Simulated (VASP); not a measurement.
# CaO (Pm-3m) in VASP: relaxation of cell and atoms with r2SCAN

Aim: the relaxation of cell and atoms of CaO with r2SCAN.

All numbers are computed with VASP 6.6.1; they aren't measurements. Logs are shortened: lines on timing, memory, paths and dates and some standing lists are left out, and cuts for length are marked.

**1. The cell of the first run**

It takes space group Pm-3m (No. 221, cubic). The conventional cell has a = 2.934 Å, b = 2.934 Å, c = 2.934 Å, α = 90.00°, β = 90.00°, γ = 90.00°. Ca (site symmetry m-3m) has 8 O at 2.54 Å and 6 Ca at 2.93 Å within 3.4 Å. Within 3.4 Å of O (site symmetry m-3m) lie 8 Ca at 2.54 Å and 6 O at 2.93 Å.

**2. Relaxation of cell and atoms, r2SCAN**

POSCAR

```
CaO
1.0
    2.9338573267      0.0000000000      0.0000000000
    0.0000000000      2.9338573267      0.0000000000
    0.0000000000      0.0000000000      2.9338573267
Ca O
1 1
Direct
    0.0000000000      0.0000000000      0.0000000000
    0.5000000000      0.5000000000      0.5000000000
```

INCAR.step1

```
SYSTEM = CaO
PREC     = Accurate       ! precision mode
ENCUT    = 600            ! plane-wave cutoff, eV
ISMEAR   = -1             ! smearing method
SIGMA    = 0.02           ! smearing width, eV
LREAL    = .False.        ! projectors in reciprocal space
LASPH    = .True.         ! aspherical terms in the spheres
NELM     = 100            ! most SCF steps
GGA      = PE             ! functional
ALGO     = Normal         ! electronic algorithm
EDIFF    = 1E-4           ! SCF threshold, eV
LWAVE    = .True.         ! write WAVECAR
LCHARG   = .False.        ! write CHGCAR
```

INCAR.step2

```
SYSTEM = CaO
PREC     = Accurate       ! precision mode
ENCUT    = 600            ! plane-wave cutoff, eV
EDIFF    = 1E-6           ! SCF threshold, eV
ISMEAR   = -1             ! smearing method
SIGMA    = 0.02           ! smearing width, eV
LREAL    = .False.        ! projectors in reciprocal space
LASPH    = .True.         ! aspherical terms in the spheres
NELM     = 100            ! most SCF steps
ALGO     = Normal         ! electronic algorithm
ISIF     = 3              ! what is computed and relaxed
LWAVE    = .False.        ! write WAVECAR
LCHARG   = .False.        ! write CHGCAR
METAGGA  = R2SCAN         ! meta-GGA
LMIXTAU  = .True.       
IBRION   = 2              ! ionic algorithm
NSW      = 80             ! ionic steps
EDIFFG   = -0.005         ! ionic threshold
ISTART   = 1
```

KPOINTS

```
regular mesh
0
Gamma
  8 8 8
  0 0 0
```

Potentials or basis: VASP PAW PBE potentials, release 64 (Ca_sv, O).

The run is started by

```sh
> cat potpaw_PBE.64/Ca_sv/POTCAR potpaw_PBE.64/O/POTCAR > POTCAR
> cp INCAR.step1 INCAR
> mpirun -np 1 vasp_std > vasp.out
> cp INCAR.step2 INCAR
> mpirun -np 1 vasp_std > vasp.out
```

OUTCAR:

```text
SYSTEM = CaO
   PREC = Accurate
   ENCUT = 600
   EDIFF = 1E-6
   ISMEAR = -1
   LREAL = .False.
   LASPH = .True.
   NELM = 100
   ISIF = 3
   METAGGA = R2SCAN
   IBRION = 2
   NSW = 80
   EDIFFG = -0.005
   ISTART = 1

 ion  position               nearest neighbor table
   1  0.000  0.000  0.000-   2 2.54   2 2.54   2 2.54   2 2.54   2 2.54   2 2.54   2 2.54   2 2.54

   2  0.500  0.500  0.500-   1 2.54   1 2.54   1 2.54   1 2.54   1 2.54   1 2.54   1 2.54   1 2.54

  LATTYP: Found a simple cubic cell.
 ALAT       =     2.9338573267

  Lattice vectors:

 A1 = (   2.9338573267,   0.0000000000,   0.0000000000)
 A2 = (   0.0000000000,   2.9338573267,   0.0000000000)
 A3 = (   0.0000000000,   0.0000000000,   2.9338573267)

Analysis of symmetry for initial positions (statically):
=====================================================================
 Subroutine PRICEL returns:
 Original cell was already a primitive cell.

 Routine SETGRP: Setting up the symmetry group for a
 simple cubic supercell.

 Subroutine GETGRP returns: Found 48 space group operations
 (whereof 48 operations were pure point group operations)
 out of a pool of 48 trial point group operations.

The static configuration has the point symmetry O_h .

Analysis of symmetry for dynamics (positions and initial velocities):
=====================================================================
 Subroutine PRICEL returns:
 Original cell was already a primitive cell.

 Routine SETGRP: Setting up the symmetry group for a
 simple cubic supercell.

 Subroutine GETGRP returns: Found 48 space group operations
 (whereof 48 operations were pure point group operations)
 out of a pool of 48 trial point group operations.

The dynamic configuration has the point symmetry O_h .

 Subroutine INISYM returns: Found 48 space group operations
 (whereof 48 operations are pure point group operations),
 and found     1 'primitive' translations

----------------------------------------------------------------------------------------

                                     Primitive cell

  volume of cell :      25.2532

  direct lattice vectors                    reciprocal lattice vectors
     2.933857327  0.000000000  0.000000000     0.340848204  0.000000000  0.000000000
     0.000000000  2.933857327  0.000000000     0.000000000  0.340848204  0.000000000
     0.000000000  0.000000000  2.933857327     0.000000000  0.000000000  0.340848204

  length of vectors
     2.933857327  2.933857327  2.933857327     0.340848204  0.340848204  0.340848204

  position of ions in fractional coordinates (direct lattice)
     0.000000000  0.000000000  0.000000000
     0.500000000  0.500000000  0.500000000

  ion indices of the primitive-cell ions
   primitive index   ion index
                 1           1
                 2           2

----------------------------------------------------------------------------------------

 KPOINTS: regular mesh

Automatic generation of k-mesh.
 Grid dimensions read from file:
 generate k-points for:    8    8    8

 Generating k-lattice:

  Cartesian coordinates                     Fractional coordinates (reciprocal lattice)
     0.042606025  0.000000000  0.000000000     0.125000000  0.000000000  0.000000000
     0.000000000  0.042606025  0.000000000     0.000000000  0.125000000  0.000000000
     0.000000000  0.000000000  0.042606025     0.000000000  0.000000000  0.125000000

  Length of vectors
     0.042606025  0.042606025  0.042606025

  Shift w.r.t. Gamma in fractional coordinates (k-lattice)
     0.000000000  0.000000000  0.000000000

 Subroutine IBZKPT returns following result:
 ===========================================

 Found     35 irreducible k-points:

 Following reciprocal coordinates:
            Coordinates               Weight
  0.000000  0.000000  0.000000      1.000000
  0.125000  0.000000  0.000000      6.000000
  0.250000  0.000000  0.000000      6.000000
  0.375000  0.000000  0.000000      6.000000
  0.500000  0.000000  0.000000      3.000000
  0.125000  0.125000  0.000000     12.000000
[... 16 lines left out ...]
  0.375000  0.375000  0.125000     24.000000
  0.500000  0.375000  0.125000     24.000000
 [... further k-points ...]
   k-points           NKPTS =     35   k-points in BZ     NKDIM =     35   number of bands    NBANDS=     12
   number of dos      NEDOS =    301   number of ions     NIONS =      2
   total plane-waves  NPLWV =  13824
   dimension x,y,z NGX =    24 NGY =   24 NGZ =   24
   dimension x,y,z NGXF=    48 NGYF=   48 NGZF=   48
   ions per type =               1   1
   NGX,Y,Z   is equivalent  to a cutoff of  13.60, 13.60, 13.60 a.u.
   NGXF,Y,Z  is equivalent  to a cutoff of  27.20, 27.20, 27.20 a.u.
 SYSTEM =  CaO
   PREC   = accura    normal or accurate (medium, high low for compatibility)
   ISTART =      1    job   : 0-new  1-cont  2-samecut
   ICHARG =      0    charge: 1-file 2-atom 10-const
   ISPIN  =      1    spin polarized calculation?
   LNONCOLLINEAR =      F non collinear calculations
   LSORBIT =      F    spin-orbit coupling
   LASPH  =      T    aspherical Exc in radial PAW
   ENCUT  =  600.0 eV  44.10 Ry    6.64 a.u.   5.86  5.86  5.86*2*pi/ulx,y,z
   NELM   =    100;   NELMIN=  2; NELMDL=  0     # of ELM steps
   EDIFF  = 0.1E-05   stopping-criterion for ELM
   LREAL  =      F    real-space projection
   EDIFFG = -.5E-02   stopping-criterion for IOM
   NSW    =     80    number of steps for IOM
   IBRION =      2    ionic relax: 0-MD 1-quasi-New 2-CG
   NFREE  =      1    steps in history (QN), initial steepest desc. (CG)
   ISIF   =      3    stress and relaxation
   ISYM   =      2    0-nonsym 1-usesym 2-fastsym
   POTIM  = 0.5000    time-step for ionic-motion
   TEBEG  =    0.0;   TEEND  =   0.0 temperature during run
   PSTRESS=    0.0 pullay stress
   NELECT =      16.0000    total number of electrons
   NUPDOWN=      -1.0000    fix difference up-down
   EMIN   =  10.00;   EMAX   =-10.00  energy-range for DOS
   EFERMI =   0.00;   METHOD = LEGACY
   ISMEAR =    -1;   SIGMA  =   0.02  broadening in eV -4-tet -1-fermi 0-gaus
   EFERMI_NEDOS =   21; number of points for ismear=-14 and -15
   IALGO  =     38    algorithm
   IMIX   =      4    mixing-type and parameters
     AMIX     =   0.40;   BMIX     =  1.00
     AMIX_MAG =   1.60;   BMIX_MAG =  1.00
  volume/ion in A,a.u.               =      12.63        85.21
  Fermi-wavevector in a.u.,A,eV,Ry     =   1.406077  2.657101 26.899441  1.977053
  Thomas-Fermi vector in A             =   2.528474
   LORBIT       =      0    0 simple, 1 ext, 2 COOP (PROOUT), +10 PAW based schemes
   METAGGA = R2SCAN    functional components
   LHFCALC =     F    Hartree Fock is set to
   AEXX    =    0.0000 exact exchange contribution
   IVDW    =     0    specifies the selected vdW correction
   LEPSILON=     F    determine dielectric tensor
   LRPA    =     F    only Hartree local field effects (RPA)
 conjugate gradient relaxation of ions
 non-spin polarized calculation
  energy-cutoff  :      600.00
  volume of cell :       25.25
 maximum number of plane-waves:       860
 NGX is ok and might be reduce to    24
   NGX = 11   NGY = 11   NGZ = 11

--------------------------------------- Ionic step        1  -------------------------------------------

 number of electron      15.9999994 magnetization

 Free energy of the ion-electron system (eV)
  ---------------------------------------------------
  ext. energy  EPLUGINS =         0.00000000
  ---------------------------------------------------
  free energy    TOTEN  =       -18.50568406 eV

  energy without entropy =      -18.50568406  energy(sigma->0) =      -18.50568406

------------------------ aborting loop because EDIFF is reached ----------------------------------------

  FORCE on cell =-STRESS in cart. coord.  units (eV):
  Direction    XX          YY          ZZ          XY          YZ          ZX
  --------------------------------------------------------------------------------------
  -------------------------------------------------------------------------------------
  Total       -0.4378700     -0.4378700     -0.4378700      0.0000000     -0.0000000     -0.0000000
  in kB      -27.7804186    -27.7804186    -27.7804186      0.0000000     -0.0000000     -0.0000000
  external PRESSURE =     -27.7804186 kB  Pullay stress =       0.0000000 kB
[... 57 lines left out ...]
  energy  without entropy=      -18.5104354628  energy(sigma->0) =      -18.51043546

--------------------------------------- Ionic step        3  -------------------------------------------

 number of electron      15.9999995 magnetization

 Free energy of the ion-electron system (eV)
  ---------------------------------------------------
  ext. energy  EPLUGINS =         0.00000000
  ---------------------------------------------------
  free energy    TOTEN  =       -18.51100389 eV

  energy without entropy =      -18.51100389  energy(sigma->0) =      -18.51100389

 E-fermi :   4.3567     XC(G=0): -11.8558

 val. band max:        3.8536674692   @ k =   0.5000   0.5000   0.0000
 cond. band min:       7.1342101991   @ k =   0.0000   0.0000   0.0000
 fundamental gap:      3.2805427300
 Fermi energy:         4.3567055564

 k-point     1 :       0.0000    0.0000    0.0000
  band No.  band energies     occupation
      1     -36.9833      2.00000
      2     -16.5681      2.00000
      3     -16.5681      2.00000
      4     -16.5681      2.00000
      5     -13.5350      2.00000
      6       3.5488      2.00000
      7       3.5488      2.00000
      8       3.5488      2.00000
      9       7.1342      0.00000
     10       7.1342      0.00000
     11       9.8728      0.00000
     12      12.8704      0.00000
[... 331 lines left out ...]
 k-point    24 :       0.5000    0.3750    0.1250
  band No.  band energies     occupation
      1     -36.6750      2.00000
      2     -17.5516      2.00000
      3     -17.3218      2.00000
      4     -16.5077      2.00000
      5     -12.7222      2.00000
      6       1.3367      2.00000
      7       1.6649      2.00000
      8       3.1640      2.00000
      9       9.0479      0.00000
     10       9.9412      0.00000
     11      11.3342      0.00000
     12      11.5015      0.00000

 [... further k-points ...]
[... 5 lines left out ...]
  --------------------------------------------------------------------------------------
  -------------------------------------------------------------------------------------
  Total        0.0003175      0.0003175      0.0003175      0.0000000      0.0000000     -0.0000000
  in kB        0.0206368      0.0206368      0.0206368      0.0000000      0.0000000     -0.0000000
  external PRESSURE =       0.0206368 kB  Pullay stress =       0.0000000 kB
[... 17 lines left out ...]
  FREE ENERGIE OF THE ION-ELECTRON SYSTEM (eV)
  ---------------------------------------------------
  free  energy   TOTEN  =       -18.5110038879 eV

  energy  without entropy=      -18.5110038879  energy(sigma->0) =      -18.51100389

 reached required accuracy - stopping structural energy minimisation
```

Run time: 36 s. Hardware: 1 thread of Intel Xeon 6975P-C (Granite Rapids), shared host; peak memory 0.15 GiB.

What came out:

```
Free energy                            : -18.5110 eV
Relaxed volume                         : 12.33 Å³/atom
Relaxed cell                           : a = 2.910 Å, b = 2.910 Å, c = 2.910 Å, α = 90.00°, β = 90.00°, γ = 90.00°
Space group after relaxing (to 0.05 Å) : Pm-3m (No. 221)
Energy gained by relaxing              : 2.7 meV/atom
Ionic steps                            : 3
Pressure after relaxing                : 0.0 GPa
Band gap on the k mesh                 : 3.28 eV, indirect (least direct gap 3.59 eV)
```

Step by step:
| step | energy change (eV) | largest force (eV/Å) | pressure (GPa) | volume (Å³) |
| --- | --- | --- | --- | --- |
| 1 | 0.0000 | 0.0000 | -2.78 | 25.25 |
| 2 | -0.0048 | 0.0000 | 0.97 | 24.46 |
| 3 | -0.0053 | 0.0000 | 0.00 | 24.65 |

Final structure:
```yaml
crystal:
  lattice:
    - [2.91040, 0.00000, 0.00000]
    - [0.00000, 2.91040, 0.00000]
    - [0.00000, 0.00000, 2.91040]
  atoms:
    - { symbol: Ca, position: [0.00000, 0.00000, 0.00000] }
    - { symbol: O, position: [0.50000, 0.50000, 0.50000] }
```

Caveat: the PAW data sets were made with another functional, which shifts forces and pressure a little. r2SCAN opens gaps a little over a GGA but as a rule still falls short of measured ones.
